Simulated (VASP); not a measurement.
A run of VASP 6.6.1 is set up as follows.

Contents of INCAR:

```
ALGO = Normal ; EDIFF = 1E-6
EDIFFG = -0.04 ; ENCUT = 600
GGA = PE ; IBRION = 2
ISIF = 3 ; ISMEAR = 0
LASPH = True ; LCHARG = False
LREAL = False ; LWAVE = False
NELM = 80 ; NSW = 90
PREC = Accurate ; SIGMA = 0.1
```

Contents of KPOINTS:

```
k-points
0
Gamma
  3 3 3
```

POSCAR

```
LiMg6Mo
1.0
    4.0902296352      2.3614951810      2.6834285606
   -4.0902296352      2.3614951810      2.6834285606
    0.0000000000     -4.7229903618      2.6834285606
Li Mg Mo
1 6 1
Direct
    0.5000000000      0.5000000000      0.5000000000
    0.2650000000      0.2650000000      0.9260000000
    0.9260000000      0.2650000000      0.2650000000
    0.2650000000      0.9260000000      0.2650000000
    0.0740000000      0.7350000000      0.7350000000
    0.7350000000      0.7350000000      0.0740000000
    0.7350000000      0.0740000000      0.7350000000
    0.0000000000      0.0000000000      0.0000000000
```

Potentials or basis: VASP PAW PBE potentials, release 64 (Li_sv, Mg, Mo_sv).

Command:

```bash
$ cat potpaw_PBE.64/Li_sv/POTCAR potpaw_PBE.64/Mg/POTCAR potpaw_PBE.64/Mo_sv/POTCAR > POTCAR
$ mpirun -np 1 vasp_std > vasp.out
```

**Question.** Estimate the relaxed cell.

**Answer.** a = 5.790 Å, b = 5.790 Å, c = 5.790 Å, α = 86.59°, β = 86.59°, γ = 86.59°.

**Question.** Estimate the space group after relaxing (to 0.1 Å).

**Answer.** R-3m (No. 166).

Final structure:
```
CELL_PARAMETERS angstrom
3.97056 2.29241 3.53588
-3.97056 2.29241 3.53588
0.00000 -4.58481 3.53588
ATOMIC_POSITIONS crystal
Li 0.50000 0.50000 0.50000
Mg 0.33151 0.33151 0.96178
Mg 0.96178 0.33151 0.33151
Mg 0.33151 0.96178 0.33151
Mg 0.03822 0.66849 0.66849
Mg 0.66849 0.66849 0.03822
Mg 0.66849 0.03822 0.66849
Mo 0.00000 0.00000 0.00000
```
